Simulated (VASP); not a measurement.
Input of a VASP 6.6.1 run:

INCAR

```
SYSTEM = O
  PREC = Accurate
  ENCUT = 600
  EDIFF = 1E-6
  ISMEAR = -1
  SIGMA = 0.05
  LREAL = .FALSE.
  LASPH = .TRUE.
  NELM = 120
  ALGO = Normal
  ISIF = 2
  LWAVE = .FALSE.
  LCHARG = .FALSE.
  NBANDS = 13
  GGA_COMPAT = .FALSE.
```

The input KPOINTS:

```
regular mesh
0
G
  8 8 8
  0 0 0
```

File POSCAR:

```
O
1.0
    1.3942938878      0.8049964357      3.3387233343
   -1.3942938878      0.8049964357      3.3387233343
    0.0000000000     -1.6099918919      3.3387233343
O
2
Direct
    0.0577000000      0.0577000000      0.0577000000
    0.9423000000      0.9423000000      0.9423000000
```

Potentials or basis: VASP PAW LDA potentials, release 64 (O).

Command:

```sh
$ cat potpaw_LDA.64/O/POTCAR > POTCAR
$ mpirun -np 1 vasp_std > vasp.out
```

(1) Predict the pressure.

(2) Predict the largest force.

(3) What does it give for the band gap on the k mesh?

Answers

(1) 9.5 GPa.

(2) 6.123 eV/Å.

(3) zero (bands 6 and 7 overlap by 1.44 eV).

Caveat: the standard files for N, O and F lose accuracy on very short bonds; spin is off for a triplet molecule; the cell stands under pressure; forces of over 1 eV/Å act on the atoms, so gaps and moduli don't describe the material at rest.
